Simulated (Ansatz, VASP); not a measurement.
**Two plane-wave programs on EuO**

INCAR

```
  PREC = Accurate
  ENCUT = 600
  EDIFF = 1E-6
  ISMEAR = -1
  SIGMA = 0.05
  LREAL = False
  LASPH = True
  NELM = 200
  ALGO = Normal
  ISIF = 2
  LWAVE = False
  LCHARG = False
  ISPIN = 2
  MAGMOM = 7.44 0
  LORBIT = 11
  LMAXMIX = 6
  LDAU = True
  LDAUTYPE = 2
  LDAUL = 3 -1
  LDAUU = 6 0
  LDAUJ = 0 0
  LDAUPRINT = 1
  GGA = PE
  NBANDS = 22
  GGA_COMPAT = False
```

File KPOINTS:

```
Automatic mesh
0
Gamma
  12 12 12
```

POSCAR

```
EuO
1.0
    0.0000000000      2.5881697498      2.5881697498
    2.5881697498      0.0000000000      2.5881697498
    2.5881697498      2.5881697498      0.0000000000
Eu O
1 1
Direct
    0.0000000000      0.0000000000      0.0000000000
    0.5000000000      0.5000000000      0.5000000000
```

Input for Ansatz:

```yaml
crystal:
  lattice:
    - [0.0, 2.5881697498, 2.5881697498]
    - [2.5881697498, 0.0, 2.5881697498]
    - [2.5881697498, 2.5881697498, 0.0]
  atoms:
    - { symbol: Eu, position: [0.0, 0.0, 0.0], spin: 7.44 }
    - { symbol: O, position: [0.5, 0.5, 0.5] }
basis:
  ecutwfc: 420
kpoints:
  mp_grid: { grid: [12, 12, 12] }
hamiltonian:
  xc: pbe
  hubbard: { sites: [{ species: Eu, l: f, u_eff: 6.0 }] }
scf:
  occupations: { method: fermi_dirac, width: 0.05 }
output:
  forces: true
  stress: true
  eigenvalues: true
  populations: true
  eigenstates:
    nscf_kmesh: { grid: [8, 8, 8] }
    top_band: c23
    exchange_couplings: { magnetic: [{ species: Eu }] }
magnetization:
  spin_polarized: true
checkpoint:
  read: start.run
  write: ck
  compress: false
  write_wavefunctions: false
  write_every: 100000
```

Alike in both runs: task single point; functional PBE; k mesh 12 × 12 × 12; occupations fermi-dirac, width 0.05 eV; collinear spin; Hubbard terms Eu f U = 6.0 eV.

|  | VASP | Ansatz |
| --- | --- | --- |
| version | VASP 6.6.1 | Ansatz 0.2.0 |
| potentials or method | VASP PAW PBE potentials, release 64 (Eu, O), cutoff 600 eV | scalar-relativistic, plane waves, PAW |
| valence electrons in the cell | 23 | 23 |

VASP gave:

```
pressure (GPa)                                                : -0.4
net moment per atom (μB)                                      : 3.50
size of the moment on the site where the two differ most (μB) : 6.73
```

Q: Which values does Ansatz return?

A: Pressure (GPa): 0.0; net moment per atom (μB): 3.50; size of the moment on the site where the two differ most (μB): 6.76.

Site moments also hang on the region over which each program counts them. The programs project onto different local orbitals, so the same U acts differently, and such runs can settle in different states. Ansatz's warnings: stability check not made.

Neither program's run includes spin-orbit coupling.
